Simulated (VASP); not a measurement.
Here is a VASP 6.6.1 calculation.

INCAR

```
ALGO     = Normal         # electronic algorithm
EDIFF    = 1E-6           # SCF threshold, eV
ENCUT    = 520            # plane-wave cutoff, eV
GGA      = PE             # functional
ISIF     = 2              # what is computed and relaxed
ISMEAR   = 0              # smearing method
LASPH    = True           # aspherical terms in the spheres
LCHARG   = False          # write CHGCAR
LREAL    = False          # projectors in reciprocal space
LWAVE    = False          # write WAVECAR
NBANDS   = 36             # bands
NELM     = 80             # most SCF steps
PREC     = Accurate       # precision mode
SIGMA    = 0.05           # smearing width, eV
```

The input KPOINTS:

```
k-points
0
Gamma
  10 10 2
```

File POSCAR:

```
BN
1.0
   -2.5545800960      0.0000000000      0.0000000000
   -1.2772900480     -2.2123312592      0.0000000000
    0.0000000000      0.0000000000     13.4235436055
B N
6 6
Direct
    0.6666666667      0.6666666667      0.2163173067
    0.6666666667      0.6666666667      0.5310266457
    0.6666666667      0.6666666667      0.8457359847
    0.3333333333      0.3333333333      0.0589626372
    0.3333333333      0.3333333333      0.3736719762
    0.3333333333      0.3333333333      0.6883813152
    0.6666666667      0.6666666667      0.0984235032
    0.6666666667      0.6666666667      0.4131328422
    0.6666666667      0.6666666667      0.7278421813
    0.3333333333      0.3333333333      0.8851968508
    0.3333333333      0.3333333333      0.2557781727
    0.3333333333      0.3333333333      0.5704875117
```

Potentials or basis: VASP PAW PBE potentials, release 64 (B, N).

Launch:

```sh
$ cat potpaw_PBE.64/B/POTCAR potpaw_PBE.64/N/POTCAR > POTCAR
$ mpirun -np 1 vasp_std > vasp.out
```

Q: What does it give for the largest force?

A: 2.603 eV/Å.

Q: What does it give for the band gap on the k mesh?

A: 2.36 eV, indirect (least direct gap 2.88 eV).

Q: What does it give for the pressure?

A: -6.2 GPa.

Stress tensor (GPa, compression positive):
```
 -1.12   0.00   0.00
  0.00  -1.12   0.00
  0.00   0.00 -16.46
```

Caveat: forces of over 1 eV/Å act on the atoms, so gaps and moduli don't describe the material at rest. A k mesh can miss the band edges.
